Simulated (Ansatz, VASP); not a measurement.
One calculation of Ga, two programs

```
CELL_PARAMETERS angstrom
-1.42506 1.42506 2.22900
1.42506 -1.42506 2.22900
1.42506 1.42506 -2.22900
ATOMIC_POSITIONS crystal
Ga 0.00000 0.00000 0.00000
```

Change from the starting cell: strain +0.015 along x and y, +0.000 along z, atoms carried along.

Alike in both runs: task single point; functional PBEsol; k mesh 24 × 24 × 24; occupations gaussian, width 0.15 eV; no spin polarisation.

|  | VASP | Ansatz |
| --- | --- | --- |
| version | VASP 6.6.1 | Ansatz 0.2.0 |
| potentials or method | VASP PAW PBE potentials, release 64 (Ga_d), cutoff 520 eV | scalar-relativistic, plane waves, PAW |
| valence electrons in the cell | 13 | 13 |

```csv
,VASP,Ansatz,Ansatz less VASP
gap on the k mesh at the Fermi level (eV),none,none,-
pressure (GPa),-1.2,-1.2,+0.04
"traceless stress, the component that is largest in VASP (GPa)",-0.26,-0.26,+0.007
```

VASP's potentials were made for PBE, not for PBEsol. A gap of «none» marks a metal or a gap that the smearing closes.
